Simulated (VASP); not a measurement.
# Al2Cu (I4/mcm) in VASP: a series of runs

Al2Cu is run at these levels: PBEsol; tasks: single point.

Program: VASP 6.6.1. These are calculated values, not measurements. Logs are shortened: lines on timing, memory, paths and dates and some standing lists are left out, and cuts for length are marked.

**1. The cell of the first run**

The structure is tetragonal, space group I4/mcm (No. 140). Conventional cell: a = 6.053 Å, b = 6.053 Å, c = 4.731 Å, α = 90.00°, β = 90.00°, γ = 90.00°. Al (site symmetry m2m) has 4 Cu at 2.57 Å and 11 Al at 2.73 to 3.22 Å within 3.4 Å. Within 3.1 Å of Cu (site symmetry 422) lie 2 Cu at 2.37 Å and 8 Al at 2.57 Å.

**2. Single point, PBEsol**

The input, INCAR:

```
  PREC = Accurate
  ENCUT = 520
  EDIFF = 1E-6
  ISMEAR = 0
  SIGMA = 0.15
  LREAL = False
  LASPH = True
  NELM = 60
  ALGO = Fast
  ISIF = 2
  LWAVE = False
  LCHARG = True
  GGA = PS
  LELF = True
  LVHAR = True
  NBANDS = 26
```

The input, KPOINTS:

```
Automatic mesh
0
Gamma
  10 10 10
```

The input, POSCAR:

```
Al2Cu
1.0
   -3.0264500000      3.0264500000      2.3655500000
    3.0264500000     -3.0264500000      2.3655500000
    3.0264500000      3.0264500000     -2.3655500000
Al Cu
4 2
Direct
    0.1593210787      0.6593210787      0.8186421574
    0.6593210787      0.8406789213      0.5000000000
    0.8406789213      0.3406789213      0.1813578426
    0.3406789213      0.1593210787      0.5000000000
    0.7500000000      0.7500000000      0.0000000000
    0.2500000000      0.2500000000      0.0000000000
```

Potentials or basis: VASP PAW PBE potentials, release 64 (Al, Cu).

Command:

```bash
cat potpaw_PBE.64/Al/POTCAR potpaw_PBE.64/Cu/POTCAR > POTCAR
mpirun -np 1 vasp_std > vasp.out
```

OUTCAR:

```text
PREC = Accurate
   ENCUT = 520
   EDIFF = 1E-6
   ISMEAR = 0
   LREAL = False
   LASPH = True
   NELM = 60
   ISIF = 2
   GGA = PS

 ion  position               nearest neighbor table
   1  0.159  0.659  0.819-   5 2.57   6 2.57   5 2.57   6 2.57   3 2.73   3 2.83   3 2.83   4 3.05
                             2 3.05   2 3.05   4 3.05   4 3.22   2 3.22   2 3.22   4 3.22
   2  0.659  0.841  0.500-   6 2.57   5 2.57   5 2.57   6 2.57   4 2.73   4 2.83   4 2.83   3 3.05
                             1 3.05   1 3.05   3 3.05   1 3.22   3 3.22   1 3.22   3 3.22
   3  0.841  0.341  0.181-   5 2.57   6 2.57   5 2.57   6 2.57   1 2.73   1 2.83   1 2.83   2 3.05
                             4 3.05   4 3.05   2 3.05   4 3.22   2 3.22   4 3.22   2 3.22
   4  0.341  0.159  0.500-   5 2.57   6 2.57   6 2.57   5 2.57   2 2.73   2 2.83   2 2.83   3 3.05
                             1 3.05   1 3.05   3 3.05   1 3.22   3 3.22   3 3.22   1 3.22
   5  0.750  0.750  0.000-   6 2.37   6 2.37   4 2.57   2 2.57   4 2.57   2 2.57   1 2.57   3 2.57
                             3 2.57   1 2.57
   6  0.250  0.250  0.000-   5 2.37   5 2.37   2 2.57   4 2.57   2 2.57   4 2.57   3 2.57   1 2.57
                             1 2.57   3 2.57

  LATTYP: Found a body centered tetragonal cell.
 ALAT       =     6.0529000000
 C/A-ratio  =     0.7816253366

  Lattice vectors:

 A1 = (  -3.0264500000,   3.0264500000,   2.3655500000)
 A2 = (   3.0264500000,  -3.0264500000,   2.3655500000)
 A3 = (   3.0264500000,   3.0264500000,  -2.3655500000)

Analysis of symmetry for initial positions (statically):
=====================================================================
 Subroutine PRICEL returns:
 Original cell was already a primitive cell.

 Routine SETGRP: Setting up the symmetry group for a
 body centered tetragonal supercell.

 Subroutine GETGRP returns: Found 16 space group operations
 (whereof  8 operations were pure point group operations)
 out of a pool of 16 trial point group operations.

The static configuration has the point symmetry C_4h.
 The point group associated with its full space group is D_4h.

Analysis of symmetry for dynamics (positions and initial velocities):
=====================================================================
 Subroutine PRICEL returns:
 Original cell was already a primitive cell.

 Routine SETGRP: Setting up the symmetry group for a
 body centered tetragonal supercell.

 Subroutine GETGRP returns: Found 16 space group operations
 (whereof  8 operations were pure point group operations)
 out of a pool of 16 trial point group operations.

The dynamic configuration has the point symmetry C_4h.
 The point group associated with its full space group is D_4h.

 Subroutine INISYM returns: Found 16 space group operations
 (whereof  8 operations are pure point group operations),
 and found     1 'primitive' translations

----------------------------------------------------------------------------------------

                                     Primitive cell

  volume of cell :      86.6681

  direct lattice vectors                    reciprocal lattice vectors
    -3.026450000  3.026450000  2.365550000     0.000000000  0.165210065  0.211367335
     3.026450000 -3.026450000  2.365550000     0.165210065  0.000000000  0.211367335
     3.026450000  3.026450000 -2.365550000     0.165210065  0.165210065  0.000000000

  length of vectors
     4.890258276  4.890258276  4.890258276     0.268273211  0.268273211  0.233642314

  position of ions in fractional coordinates (direct lattice)
     0.159321079  0.659321079  0.818642157
     0.659321079  0.840678921  0.500000000
     0.840678921  0.340678921  0.181357843
     0.340678921  0.159321079  0.500000000
     0.750000000  0.750000000  0.000000000
     0.250000000  0.250000000  0.000000000

  ion indices of the primitive-cell ions
   primitive index   ion index
                 1           1
                 2           2
                 3           3
                 4           4
                 5           5
                 6           6

----------------------------------------------------------------------------------------

 KPOINTS: Automatic mesh

Automatic generation of k-mesh.
 Grid dimensions read from file:
 generate k-points for:   10   10   10

 Generating k-lattice:

  Cartesian coordinates                     Fractional coordinates (reciprocal lattice)
     0.000000000  0.016521006  0.021136734     0.100000000  0.000000000  0.000000000
     0.016521006  0.000000000  0.021136734     0.000000000  0.100000000  0.000000000
     0.016521006  0.016521006  0.000000000     0.000000000  0.000000000  0.100000000

  Length of vectors
     0.026827321  0.026827321  0.023364231

  Shift w.r.t. Gamma in fractional coordinates (k-lattice)
     0.000000000  0.000000000  0.000000000

 Subroutine IBZKPT returns following result:
 ===========================================

 Found    102 irreducible k-points:

 Following reciprocal coordinates:
            Coordinates               Weight
  0.000000  0.000000  0.000000      1.000000
  0.100000 -0.000000  0.000000      8.000000
  0.200000 -0.000000  0.000000      8.000000
  0.300000 -0.000000  0.000000      8.000000
  0.400000  0.000000  0.000000      8.000000
  0.500000  0.000000  0.000000      4.000000
[... 16 lines left out ...]
  0.300000  0.300000  0.000000      8.000000
  0.400000  0.300000  0.000000     16.000000
 [... further k-points ...]
   k-points           NKPTS =    102   k-points in BZ     NKDIM =    102   number of bands    NBANDS=     26
   number of dos      NEDOS =    301   number of ions     NIONS =      6
   total plane-waves  NPLWV =  46656
   dimension x,y,z NGX =    36 NGY =   36 NGZ =   36
   dimension x,y,z NGXF=    72 NGYF=   72 NGZF=   72
   ions per type =               4   2
   NGX,Y,Z   is equivalent  to a cutoff of  12.24, 12.24, 12.24 a.u.
   NGXF,Y,Z  is equivalent  to a cutoff of  24.48, 24.48, 24.48 a.u.
 SYSTEM =  unknown system
   PREC   = accura    normal or accurate (medium, high low for compatibility)
   ISTART =      0    job   : 0-new  1-cont  2-samecut
   ICHARG =      2    charge: 1-file 2-atom 10-const
   ISPIN  =      1    spin polarized calculation?
   LNONCOLLINEAR =      F non collinear calculations
   LSORBIT =      F    spin-orbit coupling
   LASPH  =      T    aspherical Exc in radial PAW
   ENCUT  =  520.0 eV  38.22 Ry    6.18 a.u.   9.09  9.09  9.09*2*pi/ulx,y,z
   NELM   =     60;   NELMIN=  2; NELMDL= -5     # of ELM steps
   EDIFF  = 0.1E-05   stopping-criterion for ELM
   LREAL  =      F    real-space projection
   EDIFFG = 0.1E-04   stopping-criterion for IOM
   NSW    =      0    number of steps for IOM
   IBRION =     -1    ionic relax: 0-MD 1-quasi-New 2-CG
   NFREE  =      0    steps in history (QN), initial steepest desc. (CG)
   ISIF   =      2    stress and relaxation
   ISYM   =      2    0-nonsym 1-usesym 2-fastsym
   POTIM  = 0.5000    time-step for ionic-motion
   TEBEG  =    0.0;   TEEND  =   0.0 temperature during run
   PSTRESS=    0.0 pullay stress
   NELECT =      34.0000    total number of electrons
   NUPDOWN=      -1.0000    fix difference up-down
   EMIN   =  10.00;   EMAX   =-10.00  energy-range for DOS
   EFERMI =   0.00;   METHOD = LEGACY
   ISMEAR =     0;   SIGMA  =   0.15  broadening in eV -4-tet -1-fermi 0-gaus
   EFERMI_NEDOS =   21; number of points for ismear=-14 and -15
   IALGO  =     68    algorithm
   IMIX   =      4    mixing-type and parameters
     AMIX     =   0.40;   BMIX     =  1.00
     AMIX_MAG =   1.60;   BMIX_MAG =  1.00
  volume/ion in A,a.u.               =      14.44        97.48
  Fermi-wavevector in a.u.,A,eV,Ry     =   1.198436  2.264715 19.541344  1.436248
  Thomas-Fermi vector in A             =   2.334325
   LORBIT       =      0    0 simple, 1 ext, 2 COOP (PROOUT), +10 PAW based schemes
   GGA     = PS    functional components
   LHFCALC =     F    Hartree Fock is set to
   AEXX    =    0.0000 exact exchange contribution
   IVDW    =     0    specifies the selected vdW correction
   LEPSILON=     F    determine dielectric tensor
   LRPA    =     F    only Hartree local field effects (RPA)
 non-spin polarized calculation
 RMM-DIIS sequential band-by-band and
 Gauss-broadening in eV      SIGMA  =   0.15
  energy-cutoff  :      520.00
  volume of cell :       86.67
 maximum number of plane-waves:      2353
   NGX = 19   NGY = 19   NGZ = 19

 number of electron      34.0000002 magnetization

 Free energy of the ion-electron system (eV)
  ---------------------------------------------------
  ext. energy  EPLUGINS =         0.00000000
  ---------------------------------------------------
  free energy    TOTEN  =       -26.00088967 eV

  energy without entropy =      -25.98093028  energy(sigma->0) =      -25.99090998

 E-fermi :   8.2936     XC(G=0): -11.0794

 val. band max:        8.2917877579   @ k =   0.5000   0.2000   0.1000
 cond. band min:       8.3258546531   @ k =  -0.3000   0.5000   0.1000
 fundamental gap:      0.0340668952
 Fermi energy:         8.2935831549

 k-point     1 :       0.0000    0.0000    0.0000
  band No.  band energies     occupation
      1      -2.7385      2.00000
      2       2.7190      2.00000
      3       2.8890      2.00000
      4       2.9677      2.00000
      5       2.9677      2.00000
      6       3.8910      2.00000
[... 18 lines left out ...]
     25      13.2866      0.00000
     26      13.9322      0.00000

 k-point     2 :       0.1000   -0.0000    0.0000
  band No.  band energies     occupation
      1      -2.6299      2.00000
      2       2.7095      2.00000
      3       2.9177      2.00000
      4       2.9480      2.00000
      5       2.9638      2.00000
      6       3.8726      2.00000
[... 18 lines left out ...]
     25      13.4095      0.00000
[... 608 lines left out ...]
     25      14.6713      0.00000
     26      16.3636      0.00000

 k-point    24 :       0.4000    0.3000    0.0000
  band No.  band energies     occupation
      1      -0.3505      2.00000
      2       0.4218      2.00000
      3       1.3406      2.00000
      4       2.8695      2.00000
      5       3.3102      2.00000
      6       3.4995      2.00000
[... 18 lines left out ...]
     25      15.0764      0.00000
     26      15.2971      0.00000

 [... further k-points ...]

------------------------ aborting loop because EDIFF is reached ----------------------------------------

  FORCE on cell =-STRESS in cart. coord.  units (eV):
  Direction    XX          YY          ZZ          XY          YZ          ZX
  --------------------------------------------------------------------------------------
  -------------------------------------------------------------------------------------
  Total       -0.6239921     -0.6239921      1.7725713      0.0000000     -0.0000000      0.0000000
  in kB      -11.5353432    -11.5353432     32.7683948      0.0000000     -0.0000000      0.0000000
  external PRESSURE =       3.2325695 kB  Pullay stress =       0.0000000 kB

 VOLUME and BASIS-vectors are now :
 -----------------------------------------------------------------------------
  energy-cutoff  :      520.00
  volume of cell :       86.67
      direct lattice vectors                 reciprocal lattice vectors
    -3.026450000  3.026450000  2.365550000     0.000000000  0.165210065  0.211367335
     3.026450000 -3.026450000  2.365550000     0.165210065  0.000000000  0.211367335
     3.026450000  3.026450000 -2.365550000     0.165210065  0.165210065  0.000000000

 POSITION                                       TOTAL-FORCE (eV/Angst)
 -----------------------------------------------------------------------------------
      3.99080      0.96435      0.00000        -0.063731     -0.063731      0.000000
      2.06210      0.96435      2.36555         0.063731     -0.063731     -0.000000
     -0.96435      2.06210      2.36555         0.063731      0.063731     -0.000000
      0.96435      2.06210      0.00000        -0.063731      0.063731     -0.000000
      0.00000      0.00000      3.54832        -0.000000     -0.000000     -0.000000
      0.00000      0.00000      1.18277        -0.000000     -0.000000     -0.000000
 -----------------------------------------------------------------------------------
    total drift:                                0.000000      0.000000      0.000000

  FREE ENERGIE OF THE ION-ELECTRON SYSTEM (eV)
  ---------------------------------------------------
  free  energy   TOTEN  =       -26.0008896672 eV

  energy  without entropy=      -25.9809302838  energy(sigma->0) =      -25.99090998
```

It took 5.6 min on 1 thread of Intel Xeon Platinum 8488C (Sapphire Rapids), shared host; peak memory 0.34 GiB.

What came out:

```yaml
Free_energy: -26.0009 eV
Pressure: 0.3 GPa
Largest_force: 0.090 eV/Å
Band_gap_on_the_k_mesh: zero (bands 17 and 18 overlap by 4.72 eV)
```

Forces on the atoms (eV/Å):
```
Al  -0.064 -0.064  0.000
Al   0.064 -0.064  0.000
Al   0.064  0.064  0.000
Al  -0.064  0.064  0.000
Cu   0.000  0.000  0.000
Cu   0.000  0.000  0.000
```

Stress tensor (GPa, compression positive):
```
-1.15  0.00  0.00
 0.00 -1.15  0.00
 0.00  0.00  3.28
```

Levels at points of the mesh, in eV from the Fermi level:
```tsv
k point	band 13	band 14	band 15	band 16	band 17	band 18	band 19	band 20	band 21	band 22
(0.00, 0.00, 0.00)	-3.21	-2.20	-1.30	-1.22	-1.22	-0.97	-0.15	0.04	1.64	1.64
(0.50, 0.00, 0.00)	-3.23	-3.23	-2.72	-2.72	0.08	0.08	3.88	3.88	4.17	4.17
(0.50, 0.50, 0.00)	-2.80	-2.71	-1.74	-1.49	-0.83	-0.58	0.57	1.01	4.57	4.75
(0.50, 0.50, 0.50)	-3.51	-3.28	-3.28	-1.79	2.71	2.94	2.94	3.24	4.27	4.91
```

Caveat: the PAW data sets were made with another functional, which shifts forces and pressure a little.

**3. Single point, PBEsol**

The input, INCAR:

```
  PREC = Accurate
  ENCUT = 520
  EDIFF = 1E-6
  ISMEAR = 0
  SIGMA = 0.15
  LREAL = F
  LASPH = T
  NELM = 60
  ALGO = Fast
  ISIF = 2
  LWAVE = F
  LCHARG = F
  GGA = PS
  NBANDS = 26
```

KPOINTS is that of step 2.

Edit POSCAR of step 2 so:

```diff
@@ -2,5 +2,5 @@
 1.0
-   -3.0264500000      3.0264500000      2.3655500000
-    3.0264500000     -3.0264500000      2.3655500000
-    3.0264500000      3.0264500000     -2.3655500000
+   -2.9665500000      2.9665500000      2.4621000000
+    2.9665500000     -2.9665500000      2.4621000000
+    2.9665500000      2.9665500000     -2.4621000000
 Al Cu
```

Potentials or basis: VASP PAW PBE potentials, release 64 (Al, Cu).

Command:

```bash
cat potpaw_PBE.64/Al/POTCAR potpaw_PBE.64/Cu/POTCAR > POTCAR
mpirun -np 1 vasp_std > vasp.out
```

Run time: 5.2 min. Hardware: 1 thread of Intel Xeon Platinum 8488C (Sapphire Rapids), shared host; peak memory 0.34 GiB.

The run converged. Its results:

| Item | Value |
| --- | --- |
| Free energy | -26.0016 eV |
| Pressure | 0.3 GPa |
| Largest force | 0.084 eV/Å |
| Band gap on the k mesh | zero (bands 17 and 18 overlap by 4.13 eV) |

Forces in eV/Å, atoms in the order of the input:
```
Al   0.059  0.059  0.000
Al  -0.059  0.059  0.000
Al  -0.059 -0.059  0.000
Al   0.059 -0.059  0.000
Cu   0.000  0.000  0.000
Cu   0.000  0.000  0.000
```

Stress tensor (GPa, compression positive):
```
 1.65  0.00  0.00
 0.00  1.65  0.00
 0.00  0.00 -2.36
```

Levels at points of the mesh, in eV from the Fermi level:
```tsv
k point	band 15	band 16	band 17	band 18	band 19	band 20
(0.00, 0.00, 0.00)	-1.59	-1.31	-1.31	-0.89	-0.21	0.08
(0.50, 0.00, 0.00)	-2.61	-2.61	0.36	0.36	4.04	4.04
(0.50, 0.50, 0.00)	-1.31	-1.31	-0.83	-0.83	1.05	1.53
(0.50, 0.50, 0.50)	-3.34	-1.94	2.51	2.96	2.96	3.49
```

Caveat: the PAW data sets were made with another functional, which shifts forces and pressure a little.
